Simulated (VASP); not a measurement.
# AlRu (WC type) (P-6m2) in VASP: a series of runs

AlRu (WC type) is run at these levels: PBE; tasks: relaxation of cell and atoms.

Everything below comes from runs of VASP 6.6.1. Logs are shortened: lines on timing, memory, paths and dates and some standing lists are left out, and cuts for length are marked.

## Step 1: The cell of the first run

The structure is hexagonal, space group P-6m2 (No. 187). The conventional cell has a = 2.686 Å, b = 2.686 Å, c = 3.694 Å, α = 90.00°, β = 90.00°, γ = 120.00°. Ru (site symmetry -6m2) has 6 Al at 2.41 Å and 6 Ru at 2.69 Å within 3.2 Å. Al (site symmetry -6m2) has 6 Ru at 2.41 Å and 6 Al at 2.69 Å within 3.2 Å.

## Step 2: Relaxation of cell and atoms, PBE, target pressure 60 GPa, at which the enthalpy is minimised

Contents of INCAR:

```
ALGO = Normal
EDIFF = 1E-6
EDIFFG = -0.005
ENCUT = 600
GGA = PE
IBRION = 2
ISIF = 3
ISMEAR = -1
LASPH = T
LCHARG = F
LREAL = F
LWAVE = F
NELM = 80
NSW = 32
PREC = Accurate
PSTRESS = 600.0
SIGMA = 0.05
```

Contents of KPOINTS:

```
k-points
0
Gamma
  14 14 13
```

Contents of POSCAR:

```
AlRu
1.0
    2.6858747187      0.0000000000      0.0000000000
   -1.3429373594      2.3260357377      0.0000000000
    0.0000000000      0.0000000000      3.6942458494
Ru Al
1 1
Direct
    0.0000000000      0.0000000000      0.0000000000
    0.3333333333      0.6666666667      0.5000000000
```

Potentials or basis: VASP PAW PBE potentials, release 64 (Ru_pv, Al).

On the command line:

```bash
cat potpaw_PBE.64/Ru_pv/POTCAR potpaw_PBE.64/Al/POTCAR > POTCAR
mpirun -np 1 vasp_std > vasp.out
```

OUTCAR:

```text
EDIFF = 1E-6
   EDIFFG = -0.005
   ENCUT = 600
   GGA = PE
   IBRION = 2
   ISIF = 3
   ISMEAR = -1
   LASPH = T
   LREAL = F
   NELM = 80
   NSW = 32
   PREC = Accurate
   PSTRESS = 600.0

 ion  position               nearest neighbor table
   1  0.000  0.000  0.000-   2 2.41   2 2.41   2 2.41   2 2.41   2 2.41   2 2.41
   2  0.333  0.667  0.500-   1 2.41   1 2.41   1 2.41   1 2.41   1 2.41   1 2.41

  LATTYP: Found a hexagonal cell.
 ALAT       =     2.6858747187
 C/A-ratio  =     1.3754349090

  Lattice vectors:

 A1 = (   2.6858747187,   0.0000000000,   0.0000000000)
 A2 = (  -1.3429373594,   2.3260357377,   0.0000000000)
 A3 = (   0.0000000000,   0.0000000000,   3.6942458494)

Analysis of symmetry for initial positions (statically):
=====================================================================
 Subroutine PRICEL returns:
 Original cell was already a primitive cell.

 Routine SETGRP: Setting up the symmetry group for a
 hexagonal supercell.

 Subroutine GETGRP returns: Found 12 space group operations
 (whereof 12 operations were pure point group operations)
 out of a pool of 24 trial point group operations.

The static configuration has the point symmetry D_3h.

Analysis of symmetry for dynamics (positions and initial velocities):
=====================================================================
 Subroutine PRICEL returns:
 Original cell was already a primitive cell.

 Routine SETGRP: Setting up the symmetry group for a
 hexagonal supercell.

 Subroutine GETGRP returns: Found 12 space group operations
 (whereof 12 operations were pure point group operations)
 out of a pool of 24 trial point group operations.

The dynamic configuration has the point symmetry D_3h.

 Subroutine INISYM returns: Found 12 space group operations
 (whereof 12 operations are pure point group operations),
 and found     1 'primitive' translations

----------------------------------------------------------------------------------------

                                     Primitive cell

  volume of cell :      23.0796

  direct lattice vectors                    reciprocal lattice vectors
     2.685874719  0.000000000  0.000000000     0.372318185  0.214958004  0.000000000
    -1.342937359  2.326035738  0.000000000     0.000000000  0.429916009  0.000000000
     0.000000000  0.000000000  3.694245849     0.000000000  0.000000000  0.270691243

  length of vectors
     2.685874719  2.685874719  3.694245849     0.429916009  0.429916009  0.270691243

  position of ions in fractional coordinates (direct lattice)
     0.000000000  0.000000000  0.000000000
     0.333333333  0.666666667  0.500000000

  ion indices of the primitive-cell ions
   primitive index   ion index
                 1           1
                 2           2

----------------------------------------------------------------------------------------

 KPOINTS: k-points

Automatic generation of k-mesh.
 Grid dimensions read from file:
 generate k-points for:   14   14   13

 Generating k-lattice:

  Cartesian coordinates                     Fractional coordinates (reciprocal lattice)
     0.026594156  0.015354143  0.000000000     0.071428571 -0.000000000  0.000000000
     0.000000000  0.030708286  0.000000000     0.000000000  0.071428571  0.000000000
     0.000000000  0.000000000  0.020822403     0.000000000  0.000000000  0.076923077

  Length of vectors
     0.030708286  0.030708286  0.020822403

  Shift w.r.t. Gamma in fractional coordinates (k-lattice)
     0.000000000  0.000000000  0.000000000

 Subroutine IBZKPT returns following result:
 ===========================================

 Found    168 irreducible k-points:

 Following reciprocal coordinates:
            Coordinates               Weight
  0.000000  0.000000  0.000000      1.000000
  0.071429 -0.000000  0.000000      6.000000
  0.142857  0.000000  0.000000      6.000000
  0.214286 -0.000000  0.000000      6.000000
  0.285714 -0.000000  0.000000      6.000000
  0.357143 -0.000000  0.000000      6.000000
[... 16 lines left out ...]
  0.285714  0.285714  0.000000      6.000000
  0.357143  0.285714  0.000000      6.000000
 [... further k-points ...]
   k-points           NKPTS =    168   k-points in BZ     NKDIM =    168   number of bands    NBANDS=     12
   number of dos      NEDOS =    301   number of ions     NIONS =      2
   total plane-waves  NPLWV =  17280
   dimension x,y,z NGX =    24 NGY =   24 NGZ =   30
   dimension x,y,z NGXF=    48 NGYF=   48 NGZF=   60
   ions per type =               1   1
   NGX,Y,Z   is equivalent  to a cutoff of  14.86, 14.86, 13.50 a.u.
   NGXF,Y,Z  is equivalent  to a cutoff of  29.71, 29.71, 27.00 a.u.
 SYSTEM =  unknown system
   PREC   = accura    normal or accurate (medium, high low for compatibility)
   ISTART =      0    job   : 0-new  1-cont  2-samecut
   ICHARG =      2    charge: 1-file 2-atom 10-const
   ISPIN  =      1    spin polarized calculation?
   LNONCOLLINEAR =      F non collinear calculations
   LSORBIT =      F    spin-orbit coupling
   LASPH  =      T    aspherical Exc in radial PAW
   ENCUT  =  600.0 eV  44.10 Ry    6.64 a.u.   5.36  5.36  7.38*2*pi/ulx,y,z
   NELM   =     80;   NELMIN=  2; NELMDL= -5     # of ELM steps
   EDIFF  = 0.1E-05   stopping-criterion for ELM
   LREAL  =      F    real-space projection
   EDIFFG = -.5E-02   stopping-criterion for IOM
   NSW    =     32    number of steps for IOM
   IBRION =      2    ionic relax: 0-MD 1-quasi-New 2-CG
   NFREE  =      1    steps in history (QN), initial steepest desc. (CG)
   ISIF   =      3    stress and relaxation
   ISYM   =      2    0-nonsym 1-usesym 2-fastsym
   POTIM  = 0.5000    time-step for ionic-motion
   TEBEG  =    0.0;   TEEND  =   0.0 temperature during run
   PSTRESS=  600.0 pullay stress
   NELECT =      17.0000    total number of electrons
   NUPDOWN=      -1.0000    fix difference up-down
   EMIN   =  10.00;   EMAX   =-10.00  energy-range for DOS
   EFERMI =   0.00;   METHOD = LEGACY
   ISMEAR =    -1;   SIGMA  =   0.05  broadening in eV -4-tet -1-fermi 0-gaus
   EFERMI_NEDOS =   21; number of points for ismear=-14 and -15
   IALGO  =     38    algorithm
   IMIX   =      4    mixing-type and parameters
     AMIX     =   0.40;   BMIX     =  1.00
     AMIX_MAG =   1.60;   BMIX_MAG =  1.00
  volume/ion in A,a.u.               =      11.54        77.87
  Fermi-wavevector in a.u.,A,eV,Ry     =   1.478479  2.793920 29.740977  2.185900
  Thomas-Fermi vector in A             =   2.592755
   LORBIT       =      0    0 simple, 1 ext, 2 COOP (PROOUT), +10 PAW based schemes
   GGA     = PE    functional components
   LHFCALC =     F    Hartree Fock is set to
   AEXX    =    0.0000 exact exchange contribution
   IVDW    =     0    specifies the selected vdW correction
   LEPSILON=     F    determine dielectric tensor
   LRPA    =     F    only Hartree local field effects (RPA)
 conjugate gradient relaxation of ions
 non-spin polarized calculation
  energy-cutoff  :      600.00
  volume of cell :       23.08
 maximum number of plane-waves:       806
 NGX is ok and might be reduce to    24
   NGX = 11   NGY = 11   NGZ = 15

--------------------------------------- Ionic step        1  -------------------------------------------

 number of electron      16.9999997 magnetization

 Free energy of the ion-electron system (eV)
  ---------------------------------------------------
  ext. energy  EPLUGINS =         0.00000000
  ---------------------------------------------------
  free energy    TOTEN  =       -13.11111794 eV

  energy without entropy =      -13.10335498  energy(sigma->0) =      -13.10723646

------------------------ aborting loop because EDIFF is reached ----------------------------------------

  FORCE on cell =-STRESS in cart. coord.  units (eV):
  Direction    XX          YY          ZZ          XY          YZ          ZX
  --------------------------------------------------------------------------------------
  -------------------------------------------------------------------------------------
  Total        8.6618486      8.6618486      8.6640277     -0.0000000      0.0000000     -0.0000000
  in kB      601.3028194    601.3028193    601.4540937     -0.0000000      0.0000000     -0.0000000
  external PRESSURE =       1.3532441 kB  Pullay stress =     600.0000000 kB

 VOLUME and BASIS-vectors are now :
 -----------------------------------------------------------------------------
  energy-cutoff  :      600.00
  volume of cell :       23.08
      direct lattice vectors                 reciprocal lattice vectors
     2.685874719  0.000000000  0.000000000     0.372318185  0.214958004  0.000000000
    -1.342937359  2.326035738  0.000000000     0.000000000  0.429916009  0.000000000
     0.000000000  0.000000000  3.694245849     0.000000000  0.000000000  0.270691243
[... 46 lines left out ...]
  FREE ENERGIE OF THE ION-ELECTRON SYSTEM (eV)
  ---------------------------------------------------
  free  energy   TOTEN  =       -13.1232730644 eV

  energy  without entropy=      -13.1154912508  energy(sigma->0) =      -13.11938216

  enthalpy is  TOTEN    =        -4.4679938035 eV   P V=        8.6552792609

--------------------------------------- Ionic step        3  -------------------------------------------

 number of electron      16.9999997 magnetization

 Free energy of the ion-electron system (eV)
  ---------------------------------------------------
  ext. energy  EPLUGINS =         0.00000000
  ---------------------------------------------------
  free energy    TOTEN  =       -13.11355613 eV

  energy without entropy =      -13.10578890  energy(sigma->0) =      -13.10967252

 E-fermi :  13.2978     XC(G=0): -13.3300

 val. band max:       13.2836003398   @ k =   0.0714  -0.0000   0.1538
 cond. band min:      13.3010036436   @ k =   0.4286  -0.0000   0.3846
 fundamental gap:      0.0174033038
 Fermi energy:        13.2978086214

 k-point     1 :       0.0000    0.0000    0.0000
  band No.  band energies     occupation
      1     -29.0056      2.00000
      2     -28.6834      2.00000
      3     -28.6834      2.00000
      4       2.2175      2.00000
      5       7.9970      2.00000
      6      11.0978      2.00000
      7      11.0978      2.00000
      8      13.3060      0.91780
      9      13.4236      0.14939
     10      13.4236      0.14939
     11      20.8698      0.00000
     12      24.9357      0.00000

 k-point     2 :       0.0714   -0.0000    0.0000
  band No.  band energies     occupation
      1     -28.9991      2.00000
      2     -28.7267      2.00000
      3     -28.6933      2.00000
      4       2.3701      2.00000
      5       8.1422      2.00000
      6      10.9394      2.00000
      7      11.2548      2.00000
      8      12.1927      2.00000
      9      13.3658      0.40841
     10      14.6085      0.00000
     11      20.8466      0.00000
     12      24.9352      0.00000
[... 316 lines left out ...]
 k-point    24 :       0.3571    0.2857    0.0000
  band No.  band energies     occupation
      1     -29.3326      2.00000
      2     -29.2040      2.00000
      3     -28.8578      2.00000
      4       8.3235      2.00000
      5       9.1383      2.00000
      6       9.4103      2.00000
      7       9.4311      2.00000
      8      10.1820      2.00000
      9      14.5692      0.00000
     10      16.7386      0.00000
     11      17.6149      0.00000
     12      23.1375      0.00000

 [... further k-points ...]
[... 5 lines left out ...]
  --------------------------------------------------------------------------------------
  -------------------------------------------------------------------------------------
  Total        8.6385287      8.6385287      8.6471072     -0.0000000      0.0000000     -0.0000000
  in kB      599.5149385    599.5149385    600.1102877     -0.0000000      0.0000000     -0.0000000
  external PRESSURE =      -0.2866118 kB  Pullay stress =     600.0000000 kB

 VOLUME and BASIS-vectors are now :
 -----------------------------------------------------------------------------
  energy-cutoff  :      600.00
  volume of cell :       23.09
      direct lattice vectors                 reciprocal lattice vectors
     2.686117700 -0.000000000 -0.000000000     0.372284506  0.214938560  0.000000000
    -1.343058850  2.326246165 -0.000000000     0.000000000  0.429877119 -0.000000000
    -0.000000000  0.000000000  3.694618860     0.000000000  0.000000000  0.270663914

 POSITION                                       TOTAL-FORCE (eV/Angst)
 -----------------------------------------------------------------------------------
     -1.34306      2.32625      3.69462        -0.000000      0.000000      0.000000
     -0.00000      1.55083      1.84731         0.000000     -0.000000     -0.000000
 -----------------------------------------------------------------------------------
    total drift:                                0.000000     -0.000000      0.000000

  FREE ENERGIE OF THE ION-ELECTRON SYSTEM (eV)
  ---------------------------------------------------
  free  energy   TOTEN  =       -13.1135561294 eV

  energy  without entropy=      -13.1057889048  energy(sigma->0) =      -13.10967252

  enthalpy is  TOTEN    =        -4.4680381233 eV   P V=        8.6455180061

 reached required accuracy - stopping structural energy minimisation
```

Run time: 44 s. Hardware: 1 thread of AMD EPYC 9R45 (Zen 5), shared host; peak memory 0.17 GiB.

Results:

```yaml
Free_energy: -13.1136 eV
Relaxed_volume: 11.54 Å³/atom
Relaxed_cell: a = 2.686 Å, b = 2.686 Å, c = 3.695 Å, α = 90.00°, β = 90.00°, γ = 120.00°
Space_group_after_relaxing_to_0.05_Å: P-6m2 (No. 187)
Energy_change_on_relaxing_the_enthalpy_is_what_falls: -1.2 meV/atom
Ionic_steps: 3
Pressure_after_relaxing: 60.0 GPa
```

The path:
```csv
step,energy change (eV),largest force (eV/Å),pressure (GPa),volume (Å³)
1,0.0000,0.0000,60.14,23.08
2,-0.0122,0.0000,59.46,23.11
3,-0.0024,0.0000,59.97,23.09
```

Final structure:
```
Ru Al
1.0
     2.68612    0.00000    0.00000
    -1.34306    2.32625    0.00000
     0.00000    0.00000    3.69462
Ru Al
1 1
Direct
  0.00000 0.00000 0.00000
  0.33333 0.66667 0.50000
```

Levels at points of the mesh, in eV from the Fermi level:
| k point | band 4 | band 5 | band 6 | band 7 | band 8 | band 9 | band 10 | band 11 | band 12 |
| --- | --- | --- | --- | --- | --- | --- | --- | --- | --- |
| (0.00, 0.00, 0.00) | -11.08 | -5.30 | -2.20 | -2.20 | 0.01 | 0.13 | 0.13 | 7.57 | 11.64 |
| (0.50, 0.00, 0.00) | -6.57 | -4.82 | -4.74 | -3.51 | -0.92 | 2.12 | 4.66 | 6.39 | 7.75 |

Caveat: the cell is relaxed towards a set pressure, so the enthalpy falls and the energy may rise.

[end of part 1 of 2]
